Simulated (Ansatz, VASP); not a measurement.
## NiO: VASP beside Ansatz

The input POSCAR:

```
NiO
1.0
    0.0000000000      2.1084809203      2.1084809203
    2.1084809203      0.0000000000      2.1084809203
    2.1084809203      2.1084809203      0.0000000000
Ni O
1 1
Direct
    0.0000000000      0.0000000000      0.0000000000
    0.5000000000      0.5000000000      0.5000000000
```

The input INCAR.step1:

```
ALGO = Normal
EDIFF = 1E-4
ENCUT = 520
GGA = PE
ISMEAR = -1
ISPIN = 2
LASPH = True
LCHARG = False
LMAXMIX = 4
LREAL = False
LWAVE = True
MAGMOM = 1.5 0
NBANDS = 19
NELM = 150
PREC = Accurate
SIGMA = 0.03
```

The input INCAR.step2:

```
ALGO = Normal
EDIFF = 1E-8
ENCUT = 520
ISIF = 2
ISMEAR = -1
ISPIN = 2
ISTART = 1
LASPH = True
LCHARG = False
LEFG = True
LMAXMIX = 4
LMIXTAU = True
LORBIT = 11
LREAL = False
LWAVE = False
MAGMOM = 1.5 0
METAGGA = R2SCAN
NBANDS = 19
NELM = 150
PREC = Accurate
SIGMA = 0.03
```

Contents of KPOINTS:

```
k-points
0
Gamma
  16 16 16
```

Input for Ansatz:

```yaml
crystal:
  lattice:
    - [0.0, 2.1084809203, 2.1084809203]
    - [2.1084809203, 0.0, 2.1084809203]
    - [2.1084809203, 2.1084809203, 0.0]
  atoms:
    - { symbol: Ni, position: [0.0, 0.0, 0.0], spin: 1.5 }
    - { symbol: O, position: [0.5, 0.5, 0.5] }
magnetization:
  spin_polarized: true
kpoints:
  mp_grid: { grid: [16, 16, 16] }
  band_path:
    path:
      - [0.0, 0.0, 0.0]
      - [0.5, 0.0, 0.5]
      - [0.625, 0.25, 0.625]
      - [0.375, 0.375, 0.75]
      - [0.0, 0.0, 0.0]
      - [0.5, 0.5, 0.5]
      - [0.5, 0.25, 0.75]
      - [0.5, 0.0, 0.5]
    npoints: 5
scf:
  occupations: { method: fermi_dirac, width: 0.03 }
hamiltonian:
  xc: r2scan
  pseudopotentials: { kind: paw }
output:
  forces: true
  stress: true
  eigenvalues: true
  efg: { contact_densities: true }
  write_density: true
  write_potential: true
  elf: true
  volumetric_format: npy
```

Alike in both runs: task electric field gradients; functional r2SCAN; k mesh 16 × 16 × 16; occupations fermi-dirac, width 0.03 eV; collinear spin.

|  | VASP | Ansatz |
| --- | --- | --- |
| version | VASP 6.6.1 | Ansatz 0.2.0 |
| potentials or method | VASP PAW PBE potentials, release 64 (Ni, O) | PAW with Ansatz's default frozen-core files, scalar-relativistic |
| plane-wave cutoff (eV) | 520 | 500 |
| valence electrons in the cell | 16 | 24 |

```tsv
	VASP	Ansatz	Ansatz less VASP
pressure (GPa)	-4.1	-4.2	-0.05
net moment per atom (μB)	1.00	1.00	0.000
size of the moment on the site where the two differ most (μB)	1.70	1.67	-0.023
```

VASP's potentials were made for PBE, not for r2SCAN. Site moments also hang on the region over which each program counts them. With one functional, cell and mesh, what is left measures potentials, basis and numerics. VASP's potentials hold 16 valence electrons a cell and Ansatz's 24, so a difference there can come from the potentials and not from the codes. Ansatz's warnings: stability check not made.
